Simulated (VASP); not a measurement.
A run of VASP 6.6.1 is set up as follows.

INCAR

```
ALGO = Normal
EDIFF = 1E-6
EDIFFG = -0.03
ENCUT = 600
GGA = PE
IBRION = 2
ISIF = 3
ISMEAR = 0
ISPIN = 2
LASPH = True
LCHARG = False
LMAXMIX = 4
LORBIT = 11
LREAL = False
LWAVE = False
MAGMOM = 3 3 0 0 0 0
NELM = 150
NSW = 80
PREC = Accurate
SIGMA = 0.05
```

The input KPOINTS:

```
k-points
0
Gamma
  4 4 8
```

POSCAR

```
MnO2
1.0
    4.4106047585      0.0000000000      0.0000000000
    0.0000000000      4.4106047585      0.0000000000
    0.0000000000      0.0000000000      2.8805382760
Mn O
2 4
Direct
    0.0000000000      0.0000000000      0.0000000000
    0.5000000000      0.5000000000      0.5000000000
    0.3020000000      0.3020000000      0.0000000000
    0.1980000000      0.8020000000      0.5000000000
    0.6980000000      0.6980000000      0.0000000000
    0.8020000000      0.1980000000      0.5000000000
```

Potentials or basis: VASP PAW PBE potentials, release 64 (Mn_pv, O).

Run with:

```sh
$ cat potpaw_PBE.64/Mn_pv/POTCAR potpaw_PBE.64/O/POTCAR > POTCAR
$ mpirun -np 1 vasp_std > vasp.out
```

Task: What does it give for the site moments?

Result: Mn +2.71; O +0.09 μB.

Task: Estimate the relaxed volume.

Result: 9.52 Å³/atom.

Forces in eV/Å, atoms in the order of the input:
```
Mn   0.000  0.000  0.000
Mn   0.000  0.000  0.000
O   -0.003 -0.003  0.000
O    0.003 -0.003  0.000
O    0.003  0.003  0.000
O   -0.003  0.003  0.000
```

Caveat: only a ferromagnetic start was run, and an antiferromagnetic order may lie lower in energy. Zero-point motion and thermal expansion aren't in these numbers.
